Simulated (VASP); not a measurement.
# MgO (Fm-3m) in VASP: notebook, part 2 of 2

VASP 6.6.1. The steps go on from the part before.

### Step 3. Relaxation of cell and atoms, r2SCAN, target pressure 4.3 GPa, at which the enthalpy is minimised

This run uses another cell than the first one, of 9.37 Å³/atom.

The input, POSCAR:

```
MgO
1.0
    0.0000000000      2.1085000000      2.1085000000
    2.1085000000      0.0000000000      2.1085000000
    2.1085000000      2.1085000000      0.0000000000
Mg O
1 1
Direct
    0.0000000000      0.0000000000      0.0000000000
    0.5000000000      0.5000000000      0.5000000000
```

The input, INCAR.step1:

```
PREC = Accurate
ENCUT = 660
ISMEAR = 0
SIGMA = 0.02
LREAL = False
LASPH = True
NELM = 120
GGA = PE
ALGO = Normal
EDIFF = 1E-5
LWAVE = True
LCHARG = False
GGA_COMPAT = False
IBRION = 2
ISIF = 3
EDIFFG = -0.005
NELMIN = 4
NSW = 100
```

The input, INCAR.step2:

```
PREC = Accurate
ENCUT = 660
EDIFF = 1E-7
ISMEAR = 0
SIGMA = 0.02
LREAL = False
LASPH = True
NELM = 120
ALGO = Normal
ISIF = 3
LWAVE = False
LCHARG = False
METAGGA = R2SCAN
LMIXTAU = True
IBRION = 2
NSW = 100
EDIFFG = -0.002
PSTRESS = 43.0
ISTART = 1
GGA_COMPAT = False
NELMIN = 4
```

The input, KPOINTS:

```
regular mesh
0
Gamma
  10 10 10
```

Potentials or basis: VASP PAW PBE potentials, release 64 (Mg, O).

The run is started by

```sh
$ cat potpaw_PBE.64/Mg/POTCAR potpaw_PBE.64/O/POTCAR > POTCAR
$ cp INCAR.step1 INCAR
$ mpirun -np 1 vasp_std > vasp.out
$ cp INCAR.step2 INCAR
$ mpirun -np 1 vasp_std > vasp.out
```

OUTCAR:

```text
PREC = Accurate
   ENCUT = 660
   EDIFF = 1E-7
   ISMEAR = 0
   LREAL = False
   LASPH = True
   NELM = 120
   ISIF = 3
   METAGGA = R2SCAN
   IBRION = 2
   NSW = 100
   EDIFFG = -0.002
   PSTRESS = 43.0
   ISTART = 1
   NELMIN = 4

 ion  position               nearest neighbor table
   1  0.000  0.000  0.000-   2 2.11   2 2.11   2 2.11   2 2.11   2 2.11   2 2.11
   2  0.500  0.500  0.500-   1 2.11   1 2.11   1 2.11   1 2.11   1 2.11   1 2.11

  LATTYP: Found a face centered cubic cell.
 ALAT       =     4.2170000000

  Lattice vectors:

 A1 = (   0.0000000000,   2.1085000000,   2.1085000000)
 A2 = (   2.1085000000,   0.0000000000,   2.1085000000)
 A3 = (   2.1085000000,   2.1085000000,   0.0000000000)

Analysis of symmetry for initial positions (statically):
=====================================================================
 Subroutine PRICEL returns:
 Original cell was already a primitive cell.

 Routine SETGRP: Setting up the symmetry group for a
 face centered cubic supercell.

 Subroutine GETGRP returns: Found 48 space group operations
 (whereof 48 operations were pure point group operations)
 out of a pool of 48 trial point group operations.

The static configuration has the point symmetry O_h .

Analysis of symmetry for dynamics (positions and initial velocities):
=====================================================================
 Subroutine PRICEL returns:
 Original cell was already a primitive cell.

 Routine SETGRP: Setting up the symmetry group for a
 face centered cubic supercell.

 Subroutine GETGRP returns: Found 48 space group operations
 (whereof 48 operations were pure point group operations)
 out of a pool of 48 trial point group operations.

The dynamic configuration has the point symmetry O_h .

 Subroutine INISYM returns: Found 48 space group operations
 (whereof 48 operations are pure point group operations),
 and found     1 'primitive' translations

----------------------------------------------------------------------------------------

                                     Primitive cell

  volume of cell :      18.7478

  direct lattice vectors                    reciprocal lattice vectors
     0.000000000  2.108500000  2.108500000    -0.237135404  0.237135404  0.237135404
     2.108500000  0.000000000  2.108500000     0.237135404 -0.237135404  0.237135404
     2.108500000  2.108500000  0.000000000     0.237135404  0.237135404 -0.237135404

  length of vectors
     2.981869296  2.981869296  2.981869296     0.410730569  0.410730569  0.410730569

  position of ions in fractional coordinates (direct lattice)
     0.000000000  0.000000000  0.000000000
     0.500000000  0.500000000  0.500000000

  ion indices of the primitive-cell ions
   primitive index   ion index
                 1           1
                 2           2

----------------------------------------------------------------------------------------

 KPOINTS: regular mesh

Automatic generation of k-mesh.
 Grid dimensions read from file:
 generate k-points for:   10   10   10

 Generating k-lattice:

  Cartesian coordinates                     Fractional coordinates (reciprocal lattice)
    -0.023713540  0.023713540  0.023713540     0.100000000  0.000000000  0.000000000
[... 40 lines left out ...]
 [... further k-points ...]
   k-points           NKPTS =     47   k-points in BZ     NKDIM =     47   number of bands    NBANDS=      8
   number of dos      NEDOS =    301   number of ions     NIONS =      2
   total plane-waves  NPLWV =  21952
   dimension x,y,z NGX =    28 NGY =   28 NGZ =   28
   dimension x,y,z NGXF=    56 NGYF=   56 NGZF=   56
   ions per type =               1   1
   NGX,Y,Z   is equivalent  to a cutoff of  15.61, 15.61, 15.61 a.u.
   NGXF,Y,Z  is equivalent  to a cutoff of  31.22, 31.22, 31.22 a.u.
 SYSTEM =  unknown system
   PREC   = accura    normal or accurate (medium, high low for compatibility)
   ISTART =      1    job   : 0-new  1-cont  2-samecut
   ICHARG =      0    charge: 1-file 2-atom 10-const
   ISPIN  =      1    spin polarized calculation?
   LNONCOLLINEAR =      F non collinear calculations
   LSORBIT =      F    spin-orbit coupling
   LASPH  =      T    aspherical Exc in radial PAW
   ENCUT  =  660.0 eV  48.51 Ry    6.96 a.u.   6.25  6.25  6.25*2*pi/ulx,y,z
   NELM   =    120;   NELMIN=  4; NELMDL=  0     # of ELM steps
   EDIFF  = 0.1E-06   stopping-criterion for ELM
   LREAL  =      F    real-space projection
   EDIFFG = -.2E-02   stopping-criterion for IOM
   NSW    =    100    number of steps for IOM
   IBRION =      2    ionic relax: 0-MD 1-quasi-New 2-CG
   NFREE  =      1    steps in history (QN), initial steepest desc. (CG)
   ISIF   =      3    stress and relaxation
   ISYM   =      2    0-nonsym 1-usesym 2-fastsym
   POTIM  = 0.5000    time-step for ionic-motion
   TEBEG  =    0.0;   TEEND  =   0.0 temperature during run
   PSTRESS=   43.0 pullay stress
   NELECT =       8.0000    total number of electrons
   NUPDOWN=      -1.0000    fix difference up-down
   EMIN   =  10.00;   EMAX   =-10.00  energy-range for DOS
   EFERMI =   0.00;   METHOD = LEGACY
   ISMEAR =     0;   SIGMA  =   0.02  broadening in eV -4-tet -1-fermi 0-gaus
   EFERMI_NEDOS =   21; number of points for ismear=-14 and -15
   IALGO  =     38    algorithm
   IMIX   =      4    mixing-type and parameters
     AMIX     =   0.40;   BMIX     =  1.00
     AMIX_MAG =   1.60;   BMIX_MAG =  1.00
  volume/ion in A,a.u.               =       9.37        63.26
  Fermi-wavevector in a.u.,A,eV,Ry     =   1.232503  2.329092 20.668107  1.519063
  Thomas-Fermi vector in A             =   2.367270
   LORBIT       =      0    0 simple, 1 ext, 2 COOP (PROOUT), +10 PAW based schemes
   METAGGA = R2SCAN    functional components
   LHFCALC =     F    Hartree Fock is set to
   AEXX    =    0.0000 exact exchange contribution
   IVDW    =     0    specifies the selected vdW correction
   LEPSILON=     F    determine dielectric tensor
   LRPA    =     F    only Hartree local field effects (RPA)
 conjugate gradient relaxation of ions
 non-spin polarized calculation
 Gauss-broadening in eV      SIGMA  =   0.02
  energy-cutoff  :      660.00
  volume of cell :       18.75
 maximum number of plane-waves:       740
 NGX is ok and might be reduce to    28
   NGX = 13   NGY = 13   NGZ = 13

--------------------------------------- Ionic step        1  -------------------------------------------

 number of electron       7.9999999 magnetization

 Free energy of the ion-electron system (eV)
  ---------------------------------------------------
  ext. energy  EPLUGINS =         0.00000000
  ---------------------------------------------------
  free energy    TOTEN  =       -16.16564681 eV

  energy without entropy =      -16.16564681  energy(sigma->0) =      -16.16564681

------------------------ aborting loop because EDIFF is reached ----------------------------------------

  FORCE on cell =-STRESS in cart. coord.  units (eV):
  Direction    XX          YY          ZZ          XY          YZ          ZX
  --------------------------------------------------------------------------------------
  -------------------------------------------------------------------------------------
  Total       -0.3401535     -0.3401535     -0.3401535      0.0000000      0.0000000      0.0000000
  in kB      -29.0693062    -29.0693062    -29.0693062      0.0000000      0.0000000      0.0000000
  external PRESSURE =     -72.0693062 kB  Pullay stress =      43.0000000 kB
[... 63 lines left out ...]
--------------------------------------- Ionic step        3  -------------------------------------------

 number of electron       7.9999999 magnetization

 Free energy of the ion-electron system (eV)
  ---------------------------------------------------
  ext. energy  EPLUGINS =         0.00000000
  ---------------------------------------------------
  free energy    TOTEN  =       -16.16297447 eV

  energy without entropy =      -16.16297447  energy(sigma->0) =      -16.16297447

 E-fermi :   3.2120     XC(G=0): -11.7878

 val. band max:        3.0552251196   @ k =   0.0000   0.0000   0.0000
 cond. band min:       9.0563562953   @ k =   0.0000   0.0000   0.0000
 fundamental gap:      6.0011311757
 Fermi energy:         3.2120365151

 k-point     1 :       0.0000    0.0000    0.0000
  band No.  band energies     occupation
      1     -15.3394      2.00000
      2       3.0552      2.00000
      3       3.0552      2.00000
      4       3.0552      2.00000
      5       9.0564      0.00000
      6      20.1178      0.00000
      7      20.1178      0.00000
      8      20.1178      0.00000
[... 243 lines left out ...]
 k-point    24 :       0.4000    0.3000    0.0000
  band No.  band energies     occupation
      1     -14.0484      2.00000
      2      -0.6487      2.00000
      3       1.6814      2.00000
      4       1.9044      2.00000
      5      13.9613      0.00000
      6      14.4074      0.00000
      7      18.2570      0.00000
      8      23.0500      0.00000

 [... further k-points ...]
[... 5 lines left out ...]
  --------------------------------------------------------------------------------------
  -------------------------------------------------------------------------------------
  Total        0.4828789      0.4828789      0.4828789      0.0000000      0.0000000      0.0000000
  in kB       43.0060555     43.0060555     43.0060555      0.0000000      0.0000000      0.0000000
  external PRESSURE =       0.0060555 kB  Pullay stress =      43.0000000 kB
[... 21 lines left out ...]
  energy  without entropy=      -16.1629744681  energy(sigma->0) =      -16.16297447

  enthalpy is  TOTEN    =       -15.6801635951 eV   P V=        0.4828108730

 reached required accuracy - stopping structural energy minimisation
```

Wall time 2.7 min (1 thread of Intel Xeon Platinum 8375C at 2.90GHz (Ice Lake), shared host); peak memory 0.18 GiB.

Results:

- Free energy: -16.1630 eV
- Relaxed volume: 8.99 Å³/atom
- Relaxed cell: a = 2.941 Å, b = 2.941 Å, c = 2.941 Å, α = 60.00°, β = 60.00°, γ = 60.00°
- Space group after relaxing (to 0.1 Å): Fm-3m (No. 225)
- Energy change on relaxing (the run minimises the enthalpy): +1.3 meV/atom
- Ionic steps: 3
- Pressure after relaxing: 4.3 GPa
- Band gap on the k mesh: 6.00 eV

The path:
```tsv
step	energy change (eV)	largest force (eV/Å)	pressure (GPa)	volume (Å³)
1	0.0000	0.0000	-2.91	18.75
2	0.0169	0.0000	8.33	17.63
3	0.0027	0.0000	4.30	17.99
```

Final structure:
```
Mg O
1.0
     0.00000    2.07968    2.07968
     2.07968    0.00000    2.07968
     2.07968    2.07968    0.00000
Mg O
1 1
Cartesian
  0.0000 0.0000 0.0000
  2.0797 2.0797 2.0797
```

Caveat: the cell is relaxed towards a set pressure, so the run minimises the enthalpy, not the energy; the PAW data sets were made with another functional, which shifts forces and pressure a little.
